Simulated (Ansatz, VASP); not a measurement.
TaH: VASP beside Ansatz

```
CELL_PARAMETERS angstrom
0.00000 2.21031 2.21031
2.21031 0.00000 2.21031
2.21031 2.21031 0.00000
ATOMIC_POSITIONS crystal
Ta 0.75000 0.75000 0.75000
H 0.50000 0.50000 0.50000
```

Alike in both runs: functional PBE; k mesh 7 × 7 × 7; occupations gaussian, width 0.2 eV; no spin polarisation.

Ansatz relaxed the structure, and its values are those at the end. VASP's run is a single point on that final structure, the one shown.

|  | VASP | Ansatz |
| --- | --- | --- |
| version | VASP 6.6.1 | Ansatz 0.2.0 |
| potentials or method | VASP PAW PBE potentials, release 64 (Ta_pv, H), cutoff 500 eV | scalar-relativistic, plane waves, PAW |
| valence electrons in the cell | 12 | 14 |

|  | VASP | Ansatz | Ansatz less VASP |
| --- | --- | --- | --- |
| gap on the k mesh at the Fermi level (eV) | none | none | - |
| pressure (GPa) | -0.2 | -0.2 | -0.03 |

A gap of «none» marks a metal or a gap that the smearing closes. VASP's potentials hold 12 valence electrons a cell and Ansatz's 14, so a difference there can come from the potentials and not from the codes.

Spin-orbit coupling is off throughout.
